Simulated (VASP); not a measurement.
Input of a VASP 6.6.1 run:

File INCAR:

```
SYSTEM = AlC
  PREC = Accurate
  ENCUT = 600
  EDIFF = 1E-6
  ISMEAR = 0
  SIGMA = 0.2
  LREAL = .False.
  LASPH = .True.
  NELM = 120
  ALGO = Normal
  ISIF = 2
  LWAVE = .False.
  LCHARG = .False.
  GGA = PE
  NBANDS = 10
  GGA_COMPAT = .False.
```

The input KPOINTS:

```
Automatic mesh
0
Gamma
  7 7 7
  0 0 0
```

Contents of POSCAR:

```
AlC
1.0
    0.0000000000      2.3330642036      2.3330642036
    2.3330642036      0.0000000000      2.3330642036
    2.3330642036      2.3330642036      0.0000000000
Al C
1 1
Direct
    0.2500000000      0.2500000000      0.2500000000
    0.0000000000      0.0000000000      0.0000000000
```

Potentials or basis: VASP PAW PBE potentials, release 64 (Al, C).

Run with:

```sh
$ cat potpaw_PBE.64/Al/POTCAR potpaw_PBE.64/C/POTCAR > POTCAR
$ mpirun -np 1 vasp_std > vasp.out
```

(1) Predict the pressure.

Answers

(1) -0.8 GPa.
